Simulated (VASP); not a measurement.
A run of VASP 6.6.1:

Contents of POSCAR:

```
BeS
1.0
    0.0000000000      2.3856201057      2.4713416898
    2.3856201057      0.0000000000      2.4713416898
    2.3856201057      2.3856201057      0.0000000000
Be S
1 1
Direct
    0.0000000000      0.0000000000      0.0000000000
    0.2500000000      0.2500000000      0.2500000000
```

Contents of INCAR.step1:

```
SYSTEM = BeS
PREC     = Accurate       ! precision mode
ENCUT    = 520            ! plane-wave cutoff, eV
EDIFF    = 1E-5           ! SCF threshold, eV
ISMEAR   = 0              ! smearing method
SIGMA    = 0.01           ! smearing width, eV
LREAL    = .False.        ! projectors in reciprocal space
LASPH    = .True.         ! aspherical terms in the spheres
NELM     = 80             ! most SCF steps
ALGO     = Normal         ! electronic algorithm
ISIF     = 2              ! what is computed and relaxed
LWAVE    = .True.         ! write WAVECAR
LCHARG   = .False.        ! write CHGCAR
GGA      = PE             ! functional
NBANDS   = 11             ! bands
```

INCAR.step2

```
SYSTEM = BeS
PREC     = Accurate       ! precision mode
ENCUT    = 520            ! plane-wave cutoff, eV
EDIFF    = 1E-6           ! SCF threshold, eV
ISMEAR   = 0              ! smearing method
SIGMA    = 0.01           ! smearing width, eV
LREAL    = .False.        ! projectors in reciprocal space
LASPH    = .True.         ! aspherical terms in the spheres
NELM     = 80             ! most SCF steps
ALGO     = Normal         ! electronic algorithm
ISIF     = 2              ! what is computed and relaxed
LWAVE    = .False.        ! write WAVECAR
LCHARG   = .False.        ! write CHGCAR
GGA      = PE             ! functional
LHFCALC  = .True.         ! exact exchange
HFSCREEN = 0.2079         ! screening, 1/A
PRECFOCK = Normal       
ISTART   = 1            
NBANDS   = 11             ! bands
```

KPOINTS

```
Automatic mesh
0
Gamma
  6 6 6
  0 0 0
```

Potentials or basis: VASP PAW PBE potentials, release 64 (Be, S).

Run with:

```bash
$ cat potpaw_PBE.64/Be/POTCAR potpaw_PBE.64/S/POTCAR > POTCAR
$ cp INCAR.step1 INCAR
$ mpirun -np 1 vasp_std > vasp.out
$ cp INCAR.step2 INCAR
$ mpirun -np 1 vasp_std > vasp.out
```

Hardware: 1 thread of Intel Xeon 8259CL, on a shared host.

Q: How long does it take, and how much memory?

A: It took 19 min on 1 thread of Intel Xeon 8259CL (shared host), peak memory 0.26 GiB. Counts: k points 30.
